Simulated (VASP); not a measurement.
# YF (P4/nmm) in VASP: a series of runs, part 2 of 2

VASP 6.6.1. The steps go on from the part before.

### 3 Relaxation of cell and atoms, PBE (atoms taken out)

File INCAR:

```
SYSTEM = YF
PREC = Accurate
ENCUT = 600
EDIFF = 1E-6
ISMEAR = 0
SIGMA = 0.1
LREAL = .FALSE.
LASPH = .TRUE.
NELM = 60
ALGO = Normal
ISIF = 3
LWAVE = .FALSE.
LCHARG = .FALSE.
GGA = PE
IBRION = 2
NSW = 90
EDIFFG = -0.04
```

File KPOINTS:

```
regular mesh
0
G
  6 6 4
  0 0 0
```

File POSCAR:

```
YF
1.0
    3.7264576488      0.0000000000      0.0000000000
    0.0000000000      3.7264576488      0.0000000000
    0.0000000000      0.0000000000      5.7166341672
Y F
2 2
Direct
    0.5000000000      0.0000000000      0.7347884677
    0.0000000000      0.5000000000      0.2652115323
    0.0000000000      0.0000000000      0.0000000000
    0.5000000000      0.5000000000      0.0000000000
```

Potentials or basis: VASP PAW PBE potentials, release 64 (Y_sv, F).

Command:

```bash
> cat potpaw_PBE.64/Y_sv/POTCAR potpaw_PBE.64/F/POTCAR > POTCAR
> mpirun -np 1 vasp_std > vasp.out
```

OUTCAR:

```text
SYSTEM = YF
   PREC = Accurate
   ENCUT = 600
   EDIFF = 1E-6
   ISMEAR = 0
   LREAL = .FALSE.
   LASPH = .TRUE.
   NELM = 60
   ISIF = 3
   GGA = PE
   IBRION = 2
   NSW = 90
   EDIFFG = -0.04

 ion  position               nearest neighbor table
   1  0.500  0.000  0.735-   3 2.40   4 2.40   4 2.40   3 2.40   2 3.76   2 3.76   2 3.76   2 3.76
                             2 4.02   2 4.02   2 4.02   2 4.02
   2  0.000  0.500  0.265-   3 2.40   4 2.40   3 2.40   4 2.40   1 3.76   1 3.76   1 3.76   1 3.76
                             1 4.02   1 4.02   1 4.02   1 4.02
   3  0.000  0.000  0.000-   1 2.40   2 2.40   2 2.40   1 2.40
   4  0.500  0.500  0.000-   1 2.40   2 2.40   1 2.40   2 2.40

  LATTYP: Found a simple tetragonal cell.
 ALAT       =     3.7264576488
 C/A-ratio  =     1.5340665871

  Lattice vectors:

 A1 = (   3.7264576488,   0.0000000000,   0.0000000000)
 A2 = (   0.0000000000,   3.7264576488,   0.0000000000)
 A3 = (   0.0000000000,   0.0000000000,   5.7166341672)

[... 178 lines left out ...]
  ext. energy  EPLUGINS =         0.00000000
  ---------------------------------------------------
  free energy    TOTEN  =       -26.88175487 eV

  energy without entropy =      -26.87121896  energy(sigma->0) =      -26.87648691

------------------------ aborting loop because EDIFF is reached ----------------------------------------

  FORCE on cell =-STRESS in cart. coord.  units (eV):
  Direction    XX          YY          ZZ          XY          YZ          ZX
  --------------------------------------------------------------------------------------
  -------------------------------------------------------------------------------------
  Total       -0.2509172     -0.2509172     -0.0133011      0.0000000     -0.0000000      0.0000000
  in kB       -5.0641685     -5.0641685     -0.2684511      0.0000000     -0.0000000      0.0000000
  external PRESSURE =      -3.4655961 kB  Pullay stress =       0.0000000 kB
[... 101 lines left out ...]
--------------------------------------- Ionic step        4  -------------------------------------------

 number of electron      35.9999987 magnetization

 Free energy of the ion-electron system (eV)
  ---------------------------------------------------
  ext. energy  EPLUGINS =         0.00000000
  ---------------------------------------------------
  free energy    TOTEN  =       -26.88387165 eV

  energy without entropy =      -26.87343845  energy(sigma->0) =      -26.87865505

 E-fermi :   3.9963     XC(G=0):  -9.7616

 val. band max:        3.9740814106   @ k =   0.3333   0.1667   0.5000
 cond. band min:       4.0169514049   @ k =   0.5000   0.5000   0.5000
 fundamental gap:      0.0428699942
 Fermi energy:         3.9963435867

 k-point     1 :       0.0000    0.0000    0.0000
  band No.  band energies     occupation
      1     -39.6084      2.00000
      2     -39.5656      2.00000
      3     -22.9777      2.00000
      4     -21.8779      2.00000
      5     -19.5462      2.00000
      6     -19.5462      2.00000
[... 589 lines left out ...]
     21       6.1104      0.00000
     22       6.1104      0.00000

 [... further k-points ...]
[... 5 lines left out ...]
  --------------------------------------------------------------------------------------
  -------------------------------------------------------------------------------------
  Total       -0.0311126     -0.0311126     -0.0053851      0.0000000     -0.0000000      0.0000000
  in kB       -0.6322559     -0.6322559     -0.1094333      0.0000000     -0.0000000      0.0000000
  external PRESSURE =      -0.4579817 kB  Pullay stress =       0.0000000 kB
[... 19 lines left out ...]
  FREE ENERGIE OF THE ION-ELECTRON SYSTEM (eV)
  ---------------------------------------------------
  free  energy   TOTEN  =       -26.8838716525 eV

  energy  without entropy=      -26.8734384487  energy(sigma->0) =      -26.87865505

 reached required accuracy - stopping structural energy minimisation
```

Wall time 3 min (1 thread of Intel Xeon 8259CL, shared host); peak memory 0.25 GiB.

Results:

- Free energy: -26.8839 eV
- Relaxed volume: 19.71 Å³/atom
- Relaxed cell: a = 3.710 Å, b = 3.710 Å, c = 5.729 Å, α = 90.00°, β = 90.00°, γ = 90.00°
- Space group after relaxing (to 0.1 Å): P4/nmm (No. 129)
- Energy gained by relaxing: 0.5 meV/atom
- Ionic steps: 4
- Pressure after relaxing: 0.0 GPa
- Largest force after relaxing: 0.025 eV/Å
- Band gap on the k mesh: zero (bands 18 and 19 overlap by 0.04 eV)

Forces in eV/Å, atoms in the order of the input:
```
Y    0.000  0.000  0.025
Y    0.000  0.000 -0.025
F    0.000  0.000  0.000
F    0.000  0.000  0.000
```

Step by step:
```csv
step,energy change (eV),largest force (eV/Å),pressure (GPa),volume (Å³)
1,0.0000,0.1109,-0.35,79.38
2,-0.0017,0.0486,0.02,78.89
3,-0.0019,0.0205,0.19,78.67
4,-0.0021,0.0248,-0.05,78.84
```

Final structure:
```
Y F
1.0
     3.70958    0.00000    0.00000
     0.00000    3.70958    0.00000
     0.00000    0.00000    5.72932
Y F
2 2
Direct
  0.50000 0.00000 0.73303
  0.00000 0.50000 0.26697
  0.00000 0.00000 0.00000
  0.50000 0.50000 0.00000
```

Caveat: the cell differs from its parent crystal (atoms taken out).

The gap in the log of VASP goes by the Fermi energy; the results here count the filled bands.